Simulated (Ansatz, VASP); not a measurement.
**Two plane-wave programs on BiTe**

```
CELL_PARAMETERS angstrom
0.00000 3.23500 3.23500
3.23500 0.00000 3.23500
3.23500 3.23500 0.00000
ATOMIC_POSITIONS crystal
Bi 0.00000 0.00000 0.00000
Te 0.50000 0.50000 0.50000
```

Alike in both runs: task electric field gradients; functional B3LYP; k mesh 4 × 4 × 4; occupations fermi-dirac, width 0.1 eV; no spin polarisation.

|  | VASP | Ansatz |
| --- | --- | --- |
| version | VASP 6.6.1 | Ansatz 0.2.0 |
| potentials or method | VASP PAW PBE potentials, release 64 (Bi_d, Te) | Ansatz PAW |
| plane-wave cutoff (eV) | 400 | 420 |
| valence electrons in the cell | 21 | 31 |

```csv
,VASP,Ansatz,Ansatz less VASP
gap on the k mesh at the Fermi level (eV),none,none,-
pressure (GPa),2.0,2.1,+0.12
```

VASP's potentials were made for PBE, not for B3LYP. A gap of «none» marks a metal or a gap that the smearing closes. With one functional, cell and mesh, what is left measures potentials, basis and numerics. VASP's potentials hold 21 valence electrons a cell and Ansatz's 31, so a difference there can come from the potentials and not from the codes.

The k mesh is coarse, so the values compare programs but aren't converged. Spin-orbit coupling is off throughout.
